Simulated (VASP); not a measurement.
Write the native input for VASP 6.6.1 that does the following.

```yaml
Task: single point
Functional: SVWN5
Potentials_or_basis: VASP PAW PBE potentials, release 64 (In_d, P)
Cutoff: 520 eV
k_mesh: 8 × 8 × 8
Occupations: fermi-dirac, width 0.05 eV
Spin: no spin polarisation
Dipole_correction: no
Further_INCAR_settings: ALGO = Normal; EDIFF = 1e-07; NBANDS = 16
```

The structure of InP lies in POSCAR:

```
InP
1.0
    0.0000000000      2.9305000000      2.9305000000
    2.9305000000      0.0000000000      2.9305000000
    2.9305000000      2.9305000000      0.0000000000
In P
1 1
Direct
    0.0000000000      0.0000000000      0.0000000000
    0.7500000000      0.7500000000      0.7500000000
```

The input as run:

INCAR

```
SYSTEM = InP
PREC = Accurate ; ENCUT = 520
EDIFF = 1E-7 ; ISMEAR = -1
SIGMA = 0.05 ; LREAL = .FALSE.
LASPH = .TRUE. ; NELM = 80
ALGO = Normal ; ISIF = 2
LWAVE = .FALSE. ; LCHARG = .FALSE.
GGA = VW ; NBANDS = 16
```

KPOINTS

```
regular mesh
0
G
  8 8 8
  0 0 0
```

Potentials or basis: VASP PAW PBE potentials, release 64 (In_d, P).

The run is started by

```bash
$ cat potpaw_PBE.64/In_d/POTCAR potpaw_PBE.64/P/POTCAR > POTCAR
$ mpirun -np 1 vasp_std > vasp.out
```

Results of the run:

The pressure is -1.2 GPa. The band gap on the k mesh is 0.48 eV, direct.

Caveat: the PAW data sets were made with another functional, which shifts forces and pressure a little; spin-orbit coupling is left out, which moves the levels of the heavy elements.

It took 13 s on 1 thread of AMD EPYC 9R45 96-Core Processor (Zen 5) (shared host), peak memory 0.13 GiB.
